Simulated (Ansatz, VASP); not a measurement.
**Two plane-wave programs on TiB2H2**

```
Ti B H
1.0
     3.96559    0.00000    0.00000
    -1.98279    3.43430    0.00000
     0.00000    0.00000    2.91332
Ti B H
1 2 2
Direct
  0.00000 0.00000 0.00000
  0.33333 0.66667 0.00000
  0.66667 0.33333 0.00000
  0.33333 0.66667 0.50000
  0.66667 0.33333 0.50000
```

Alike in both runs: functional PBE; k mesh 6 × 6 × 6; occupations gaussian, width 0.1 eV; no spin polarisation.

Ansatz relaxed the structure, and its values are those at the end. VASP's run is a single point on that final structure, the one shown.

|  | VASP | Ansatz |
| --- | --- | --- |
| version | VASP 6.6.1 | Ansatz 0.2.0 |
| potentials or method | VASP PAW PBE potentials, release 64 (Ti_sv, B, H), cutoff 500 eV | scalar-relativistic, plane waves, PAW |
| valence electrons in the cell | 20 | 20 |

VASP gave:

```
gap on the k mesh at the Fermi level (eV) : none
pressure (GPa)                            : -0.2
```

**Question.** Which values does Ansatz return?

**Answer.** gap on the k mesh at the Fermi level (eV): none; pressure (GPa): 0.0.

A gap of «none» marks a metal or a gap that the smearing closes.
